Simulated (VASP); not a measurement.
Runs of VASP 6.6.1 on Mo. The structure is that of space group Fd-3m (No. 227), or close to it. The cells are those of the table. This isn't the form of Mo at room conditions, which is bcc.

```tsv
task	cell	k mesh	cutoff (eV)	gap on the mesh (eV)	pressure (GPa)
single point	a = 3.882 Å, angles 60.0°, 2 atoms	11 × 11 × 11	520	none	17.2
single point	a = 4.156 Å, angles 60.0°, 2 atoms	11 × 11 × 11	520	none	(a)
single point	a = 4.051 Å, angles 60.0°, 2 atoms	11 × 11 × 11	520	none	0.3
single point	a = 4.207 Å, angles 60.0°, 2 atoms	11 × 11 × 11	520	none	-8.9
single point	a = 4.104 Å, angles 60.0°, 2 atoms	11 × 11 × 11	520	none	-3.4
single point	a = 3.940 Å, angles 60.0°, 2 atoms	11 × 11 × 11	520	none	(b)
single point	a = 3.996 Å, angles 60.0°, 2 atoms	11 × 11 × 11	520	none	4.8
relaxation of cell and atoms	relaxed from a = 3.904 Å, angles 60.0°, 2 atoms	10 × 10 × 10	600	none	0.1
single point	a = 4.051 Å, angles 60.0°, 2 atoms	16 × 16 × 16	520	none	0.3
single point	a = 4.051 Å, angles 60.0°, 2 atoms	10 × 10 × 10	520	none	0.3
```

Alike in all rows: level RPBE; potentials or basis VASP PAW PBE potentials, release 64 (Mo_sv); no spin polarisation; smearing fermi-dirac 0.1 eV.

Question: Estimate the missing entries.

Answer: (a) -6.4; (b) 10.4.

Caveats: the PAW data sets were made with another functional, which shifts forces and pressure a little; the cell stands under pressure (at least some runs); the cell stands under tension (at least some runs).

A k mesh can miss the band edges, and the runs leave out spin-orbit coupling on Mo.

A gap of «none» marks levels without a gap at the run's occupations.
